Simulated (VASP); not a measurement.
# AlSi2 (I4/mmm) in VASP: notebook

The runs below take AlSi2 through relaxation of cell and atoms, single point, with PBE.

All numbers are computed with VASP 6.6.1; they aren't measurements. Logs are shortened: lines on timing, memory, paths and dates and some standing lists are left out, and cuts for length are marked.

**1. The cell of the first run**

It takes space group I4/mmm (No. 139, tetragonal). Conventional cell: a = 3.861 Å, b = 3.861 Å, c = 6.332 Å, α = 90.00°, β = 90.00°, γ = 90.00°. Al (site symmetry 4/mmm) has 10 Si at 2.58 to 2.79 Å within 3.4 Å. Si (site symmetry 4mm) has 1 Si at 1.18 Å within 1.6 Å.

**2. Relaxation of cell and atoms, PBE**

INCAR reads:

```
PREC = Accurate
ENCUT = 600
EDIFF = 1E-6
ISMEAR = 0
SIGMA = 0.1
LREAL = F
LASPH = T
NELM = 80
ALGO = Normal
ISIF = 3
LWAVE = F
LCHARG = F
GGA = PE
IBRION = 2
NSW = 90
EDIFFG = -0.04
```

KPOINTS reads:

```
regular mesh
0
Gamma
  6 6 6
```

POSCAR reads:

```
AlSi2
1.0
   -1.9304852967      1.9304852967      3.1661943940
    1.9304852967     -1.9304852967      3.1661943940
    1.9304852967      1.9304852967     -3.1661943940
Al Si
1 2
Direct
    0.0000000000      0.0000000000      0.0000000000
    0.5930000000      0.5930000000      0.0000000000
    0.4070000000      0.4070000000      0.0000000000
```

Potentials or basis: VASP PAW PBE potentials, release 64 (Al, Si).

Started as:

```sh
$ cat potpaw_PBE.64/Al/POTCAR potpaw_PBE.64/Si/POTCAR > POTCAR
$ mpirun -np 1 vasp_std > vasp.out
```

OUTCAR:

```text
PREC = Accurate
   ENCUT = 600
   EDIFF = 1E-6
   ISMEAR = 0
   LREAL = F
   LASPH = T
   NELM = 80
   ISIF = 3
   GGA = PE
   IBRION = 2
   NSW = 90
   EDIFFG = -0.04

 ion  position               nearest neighbor table
   1  0.000  0.000  0.000-   2 2.58   3 2.58   2 2.79   3 2.79   2 2.79   2 2.79   2 2.79   3 2.79
                             3 2.79   3 2.79
   2  0.593  0.593  0.000-   3 1.18   1 2.58   1 2.79   1 2.79   1 2.79   1 2.79
   3  0.407  0.407  0.000-   2 1.18   1 2.58   1 2.79   1 2.79   1 2.79   1 2.79

 -----------------------------------------------------------------------------
|                                                                             |
|           W    W    AA    RRRRR   N    N  II  N    N   GGGG   !!!           |
|           W    W   A  A   R    R  NN   N  II  NN   N  G    G  !!!           |
|           W    W  A    A  R    R  N N  N  II  N N  N  G       !!!           |
|           W WW W  AAAAAA  RRRRR   N  N N  II  N  N N  G  GGG   !            |
|           WW  WW  A    A  R   R   N   NN  II  N   NN  G    G                |
|           W    W  A    A  R    R  N    N  II  N    N   GGGG   !!!           |
|                                                                             |
|     The distance between some ions is very small. Please check the          |
|     nearest-neighbor list in the OUTCAR file.                               |
|     I HOPE YOU KNOW WHAT YOU ARE DOING!                                     |
|                                                                             |
 -----------------------------------------------------------------------------

  LATTYP: Found a body centered tetragonal cell.
 ALAT       =     3.8609705934
 C/A-ratio  =     1.6401028277

  Lattice vectors:

 A1 = (  -1.9304852967,   1.9304852967,   3.1661943940)
 A2 = (   1.9304852967,  -1.9304852967,   3.1661943940)
 A3 = (   1.9304852967,   1.9304852967,  -3.1661943940)

Analysis of symmetry for initial positions (statically):
=====================================================================
 Subroutine PRICEL returns:
 Original cell was already a primitive cell.

 Routine SETGRP: Setting up the symmetry group for a
 body centered tetragonal supercell.

 Subroutine GETGRP returns: Found 16 space group operations
 (whereof 16 operations were pure point group operations)
 out of a pool of 16 trial point group operations.

The static configuration has the point symmetry D_4h.

Analysis of symmetry for dynamics (positions and initial velocities):
=====================================================================
 Subroutine PRICEL returns:
 Original cell was already a primitive cell.

 Routine SETGRP: Setting up the symmetry group for a
 body centered tetragonal supercell.

 Subroutine GETGRP returns: Found 16 space group operations
 (whereof 16 operations were pure point group operations)
 out of a pool of 16 trial point group operations.

The dynamic configuration has the point symmetry D_4h.

 Subroutine INISYM returns: Found 16 space group operations
 (whereof 16 operations are pure point group operations),
 and found     1 'primitive' translations

----------------------------------------------------------------------------------------

                                     Primitive cell

  volume of cell :      47.1988

  direct lattice vectors                    reciprocal lattice vectors
    -1.930485297  1.930485297  3.166194394     0.000000000  0.259002232  0.157918289
     1.930485297 -1.930485297  3.166194394     0.259002232  0.000000000  0.157918289
     1.930485297  1.930485297 -3.166194394     0.259002232  0.259002232  0.000000000

  length of vectors
     4.180709737  4.180709737  4.180709737     0.303348548  0.303348548  0.366284469

  position of ions in fractional coordinates (direct lattice)
     0.000000000  0.000000000  0.000000000
     0.593000000  0.593000000  0.000000000
     0.407000000  0.407000000  0.000000000

  ion indices of the primitive-cell ions
   primitive index   ion index
                 1           1
                 2           2
                 3           3

----------------------------------------------------------------------------------------

 KPOINTS: regular mesh

Automatic generation of k-mesh.
 Grid dimensions read from file:
 generate k-points for:    6    6    6

 Generating k-lattice:

  Cartesian coordinates                     Fractional coordinates (reciprocal lattice)
     0.000000000  0.043167039  0.026319715     0.166666667  0.000000000  0.000000000
     0.043167039  0.000000000  0.026319715     0.000000000  0.166666667  0.000000000
     0.043167039  0.043167039  0.000000000     0.000000000  0.000000000  0.166666667

  Length of vectors
     0.050558091  0.050558091  0.061047411

  Shift w.r.t. Gamma in fractional coordinates (k-lattice)
     0.000000000  0.000000000  0.000000000

 Subroutine IBZKPT returns following result:
 ===========================================

 Found     30 irreducible k-points:

 Following reciprocal coordinates:
            Coordinates               Weight
  0.000000  0.000000  0.000000      1.000000
  0.166667  0.000000  0.000000      8.000000
  0.333333  0.000000 -0.000000      8.000000
  0.500000  0.000000 -0.000000      4.000000
  0.166667  0.166667  0.000000      8.000000
  0.333333  0.166667  0.000000     16.000000
[... 16 lines left out ...]
 -0.333333 -0.333333  0.166667      8.000000
 -0.166667 -0.333333  0.166667      8.000000
 [... further k-points ...]
   k-points           NKPTS =     30   k-points in BZ     NKDIM =     30   number of bands    NBANDS=      9
   number of dos      NEDOS =    301   number of ions     NIONS =      3
   total plane-waves  NPLWV =  46656
   dimension x,y,z NGX =    36 NGY =   36 NGZ =   36
   dimension x,y,z NGXF=    72 NGYF=   72 NGZF=   72
   ions per type =               1   2
   NGX,Y,Z   is equivalent  to a cutoff of  14.32, 14.32, 14.32 a.u.
   NGXF,Y,Z  is equivalent  to a cutoff of  28.63, 28.63, 28.63 a.u.
 SYSTEM =  unknown system
   PREC   = accura    normal or accurate (medium, high low for compatibility)
   ISTART =      0    job   : 0-new  1-cont  2-samecut
   ICHARG =      2    charge: 1-file 2-atom 10-const
   ISPIN  =      1    spin polarized calculation?
   LNONCOLLINEAR =      F non collinear calculations
   LSORBIT =      F    spin-orbit coupling
   LASPH  =      T    aspherical Exc in radial PAW
   ENCUT  =  600.0 eV  44.10 Ry    6.64 a.u.   8.35  8.35  8.35*2*pi/ulx,y,z
   NELM   =     80;   NELMIN=  2; NELMDL= -5     # of ELM steps
   EDIFF  = 0.1E-05   stopping-criterion for ELM
   LREAL  =      F    real-space projection
   EDIFFG = -.4E-01   stopping-criterion for IOM
   NSW    =     90    number of steps for IOM
   IBRION =      2    ionic relax: 0-MD 1-quasi-New 2-CG
   NFREE  =      1    steps in history (QN), initial steepest desc. (CG)
   ISIF   =      3    stress and relaxation
   ISYM   =      2    0-nonsym 1-usesym 2-fastsym
   POTIM  = 0.5000    time-step for ionic-motion
   TEBEG  =    0.0;   TEEND  =   0.0 temperature during run
   PSTRESS=    0.0 pullay stress
   NELECT =      11.0000    total number of electrons
   NUPDOWN=      -1.0000    fix difference up-down
   EMIN   =  10.00;   EMAX   =-10.00  energy-range for DOS
   EFERMI =   0.00;   METHOD = LEGACY
   ISMEAR =     0;   SIGMA  =   0.10  broadening in eV -4-tet -1-fermi 0-gaus
   EFERMI_NEDOS =   21; number of points for ismear=-14 and -15
   IALGO  =     38    algorithm
   IMIX   =      4    mixing-type and parameters
     AMIX     =   0.40;   BMIX     =  1.00
     AMIX_MAG =   1.60;   BMIX_MAG =  1.00
  volume/ion in A,a.u.               =      15.73       106.17
  Fermi-wavevector in a.u.,A,eV,Ry     =   1.007462  1.903828 13.809649  1.014981
  Thomas-Fermi vector in A             =   2.140269
   LORBIT       =      0    0 simple, 1 ext, 2 COOP (PROOUT), +10 PAW based schemes
   GGA     = PE    functional components
   LHFCALC =     F    Hartree Fock is set to
   AEXX    =    0.0000 exact exchange contribution
   IVDW    =     0    specifies the selected vdW correction
   LEPSILON=     F    determine dielectric tensor
   LRPA    =     F    only Hartree local field effects (RPA)
 conjugate gradient relaxation of ions
 non-spin polarized calculation
 Gauss-broadening in eV      SIGMA  =   0.10
  energy-cutoff  :      600.00
  volume of cell :       47.20
 maximum number of plane-waves:      1597
 NGX is ok and might be reduce to    36
   NGX = 17   NGY = 17   NGZ = 17

--------------------------------------- Ionic step        1  -------------------------------------------

 number of electron      11.0000000 magnetization

 Free energy of the ion-electron system (eV)
  ---------------------------------------------------
  ext. energy  EPLUGINS =         0.00000000
  ---------------------------------------------------
  free energy    TOTEN  =        20.58768391 eV

  energy without entropy =       20.59412788  energy(sigma->0) =       20.59090590

------------------------ aborting loop because EDIFF is reached ----------------------------------------

  FORCE on cell =-STRESS in cart. coord.  units (eV):
  Direction    XX          YY          ZZ          XY          YZ          ZX
  --------------------------------------------------------------------------------------
  -------------------------------------------------------------------------------------
  Total       -1.0051152     -1.0051152    134.1616778      0.0000000      0.0000000     -0.0000000
  in kB      -34.1189656    -34.1189656   4554.1622579      0.0000000      0.0000000     -0.0000000
  external PRESSURE =    1495.3081089 kB  Pullay stress =       0.0000000 kB
[... 975 lines left out ...]
 k-point    24 :      -0.1667   -0.3333    0.1667
  band No.  band energies     occupation
      1      -4.7983      2.00000
      2       0.1687      2.00000
      3       2.6820      2.00000
      4       5.6660      2.00000
      5       6.4142      1.99993
      6       7.4310      0.00000
      7       7.5894      0.00000
      8      11.0187      0.00000
      9      11.0898      0.00000

 [... further k-points ...]

[... ionic steps 4 to 36 ...]

--------------------------------------- Ionic step       37  -------------------------------------------

 number of electron      11.0000000 magnetization

------------------------ aborting loop because EDIFF is reached ----------------------------------------

  FORCE on cell =-STRESS in cart. coord.  units (eV):
  Direction    XX          YY          ZZ          XY          YZ          ZX
  --------------------------------------------------------------------------------------
  -------------------------------------------------------------------------------------
  Total       -0.0864050     -0.0864050      0.1443242      0.0000000     -0.0000000      0.0000000
  in kB       -3.0090020     -3.0090020      5.0260046      0.0000000     -0.0000000      0.0000000
  external PRESSURE =      -0.3306665 kB  Pullay stress =       0.0000000 kB
[... 59 lines left out ...]
  energy  without entropy=      -13.6902541923  energy(sigma->0) =      -13.69506335

--------------------------------------- Ionic step       39  -------------------------------------------

 number of electron      11.0000000 magnetization

 Free energy of the ion-electron system (eV)
  ---------------------------------------------------
  ext. energy  EPLUGINS =         0.00000000
  ---------------------------------------------------
  free energy    TOTEN  =       -13.70058620 eV

  energy without entropy =      -13.69158990  energy(sigma->0) =      -13.69608805

 E-fermi :   9.0368     XC(G=0): -10.7658

 val. band max:        9.0298049102   @ k =  -0.1667  -0.3333   0.1667
 cond. band min:       9.1285200483   @ k =  -0.1667   0.3333   0.1667
 fundamental gap:      0.0987151380
 Fermi energy:         9.0367902207

 k-point     1 :       0.0000    0.0000    0.0000
  band No.  band energies     occupation
      1      -4.1893      2.00000
      2       4.2884      2.00000
      3       4.7798      2.00000
      4       8.5351      2.00000
      5       8.5351      2.00000
      6       9.6762      0.00000
      7      10.8543      0.00000
      8      10.8543      0.00000
      9      12.1749      0.00000
[... 306 lines left out ...]
  FREE ENERGIE OF THE ION-ELECTRON SYSTEM (eV)
  ---------------------------------------------------
  free  energy   TOTEN  =       -13.7005862008 eV

  energy  without entropy=      -13.6915898964  energy(sigma->0) =      -13.69608805

 reached required accuracy - stopping structural energy minimisation
```

Wall time 3.7 min (1 thread of AMD EPYC 9R45 (Zen 5), shared host); peak memory 0.18 GiB.

What came out:

| Item | Value |
| --- | --- |
| Free energy | -13.7006 eV |
| Relaxed volume | 15.34 Å³/atom |
| Relaxed cell | a = 4.740 Å, b = 4.740 Å, c = 4.740 Å, α = 138.64°, β = 138.64°, γ = 59.92° |
| Space group after relaxing (to 0.1 Å) | I4/mmm (No. 139) |
| Pressure after relaxing | -0.2 GPa |
| Largest force after relaxing | 0.003 eV/Å |
| Band gap on the k mesh | zero (an odd number of electrons rules out a gap without spin polarisation) |

Forces on the atoms (eV/Å):
```
Al   0.000  0.000  0.000
Si   0.000  0.000  0.003
Si   0.000  0.000 -0.003
```

Stress tensor (GPa, compression positive):
```
-0.35  0.00  0.00
 0.00 -0.35  0.00
 0.00  0.00  0.18
```

Final structure:
```cif
data_structure
_symmetry_space_group_name_H-M 'P 1'
_symmetry_Int_Tables_number 1
_cell_length_a 4.7401
_cell_length_b 4.7401
_cell_length_c 4.7401
_cell_angle_alpha 138.642
_cell_angle_beta 138.642
_cell_angle_gamma 59.921
_cell_volume 46.03
loop_
_atom_site_label
_atom_site_type_symbol
_atom_site_fract_x
_atom_site_fract_y
_atom_site_fract_z
_atom_site_occupancy
Al1 Al 0.00000 0.00000 0.00000 1
Si1 Si 0.31934 0.31934 0.00000 1
Si2 Si 0.68066 0.68066 0.00000 1
```

**3. Single point, PBE**

This run uses another cell than the first one, of 15.19 Å³/atom.

INCAR reads:

```
ALGO     = Normal         # electronic algorithm
EDIFF    = 1E-7           # SCF threshold, eV
ENCUT    = 520            # plane-wave cutoff, eV
GGA      = PE             # functional
ISIF     = 2              # what is computed and relaxed
ISMEAR   = 0              # smearing method
LASPH    = True           # aspherical terms in the spheres
LCHARG   = False          # write CHGCAR
LREAL    = False          # projectors in reciprocal space
LWAVE    = False          # write WAVECAR
NBANDS   = 12             # bands
NELM     = 60             # most SCF steps
PREC     = Accurate       # precision mode
SIGMA    = 0.1            # smearing width, eV
```

KPOINTS reads:

```
k-points
0
Gamma
  20 20 20
```

POSCAR reads:

```
AlSi2
1.0
   -1.6675818404      1.6675818404      4.0969363789
    1.6675818404     -1.6675818404      4.0969363789
    1.6675818404      1.6675818404     -4.0969363789
Al Si
1 2
Direct
    0.0000000000      0.0000000000      0.0000000000
    0.6760238006      0.6760238006      0.0000000000
    0.3239761994      0.3239761994      0.0000000000
```

Potentials or basis: VASP PAW PBE potentials, release 64 (Al, Si).

Started as:

```sh
$ cat potpaw_PBE.64/Al/POTCAR potpaw_PBE.64/Si/POTCAR > POTCAR
$ mpirun -np 1 vasp_std > vasp.out
```

Wall time 4 min (1 thread of AMD EPYC 9R45 (Zen 5), shared host); peak memory 0.41 GiB.

Results (log left out):

```yaml
Free_energy: -13.7312 eV
Pressure: 0.0 GPa
Band_gap_on_the_k_mesh: zero (an odd number of electrons rules out a gap without spin polarisation)
```

Levels at points of the mesh, in eV from the Fermi level:
```tsv
k point	band 1	band 2	band 3	band 4	band 5	band 6	band 7	band 8	band 9	band 10
(0.00, 0.00, 0.00)	-13.36	-4.86	-4.50	-0.43	-0.43	0.72	1.57	1.57	3.17	3.45
(0.50, 0.00, 0.00)	-9.87	-9.43	-5.36	-4.70	1.48	2.06	2.53	3.40	4.08	4.36
(0.50, 0.50, 0.00)	-7.57	-6.39	-6.06	-5.01	-4.12	-3.42	0.78	1.76	2.00	2.37
(0.50, 0.50, 0.50)	-11.90	-10.27	-1.58	-1.58	-0.49	1.67	4.13	5.97	5.97	6.80
```
